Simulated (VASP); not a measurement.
Wanted: the native input for a VASP 6.6.1 run.

```
Task                   : single point
Functional             : PBEsol
Potentials or basis    : VASP PAW PBE potentials, release 64 (Al, Cu)
Cutoff                 : 520 eV
k mesh                 : 18 × 18 × 8
Occupations            : gaussian, width 0.1 eV
Spin                   : no spin polarisation
Dipole correction      : no
Further INCAR settings : ALGO = Fast; EDIFF = 1e-06; NBANDS = 18
```

The structure of Al3Cu lies in POSCAR:

```
Al3Cu
1.0
    2.7657845952      0.0000000000      0.0000000000
    0.0000000000      2.7657845952      0.0000000000
    0.0000000000      0.0000000000      7.7550162534
Al Cu
3 1
Direct
    0.0000000000      0.0000000000      0.5000000000
    0.5000000000      0.5000000000      0.2216147452
    0.5000000000      0.5000000000      0.7783852548
    0.0000000000      0.0000000000      0.0000000000
```

This cell differs from its parent crystal: uniaxial strain along c: +2.0 %.

These files were run (other wordings do the same):

INCAR

```
ALGO     = Fast           # electronic algorithm
EDIFF    = 1E-6           # SCF threshold, eV
ENCUT    = 520            # plane-wave cutoff, eV
GGA      = PS             # functional
ISIF     = 2              # what is computed and relaxed
ISMEAR   = 0              # smearing method
LASPH    = T              # aspherical terms in the spheres
LCHARG   = F              # write CHGCAR
LREAL    = F              # projectors in reciprocal space
LWAVE    = F              # write WAVECAR
NBANDS   = 18             # bands
NELM     = 80             # most SCF steps
PREC     = Accurate       # precision mode
SIGMA    = 0.1            # smearing width, eV
```

KPOINTS

```
k-points
0
Gamma
  18 18 8
```

Potentials or basis: VASP PAW PBE potentials, release 64 (Al, Cu).

Command:

```sh
$ cat potpaw_PBE.64/Al/POTCAR potpaw_PBE.64/Cu/POTCAR > POTCAR
$ mpirun -np 1 vasp_std > vasp.out
```

Results of the run:

```json
{
 "Pressure": "-0.8 GPa",
 "Largest force": "0.031 eV/Å",
 "Band gap on the k mesh": "zero (bands 10 and 11 overlap by 5.63 eV)"
}
```

Caveat: the cell differs from its parent crystal (uniaxial strain along c: +2.0 %); the PAW data sets were made with another functional, which shifts forces and pressure a little.

Run time: 2.5 min on 1 thread of Intel(R) Xeon(R) 6975P-C (Granite Rapids), with other jobs on the host, peak memory 0.39 GiB.
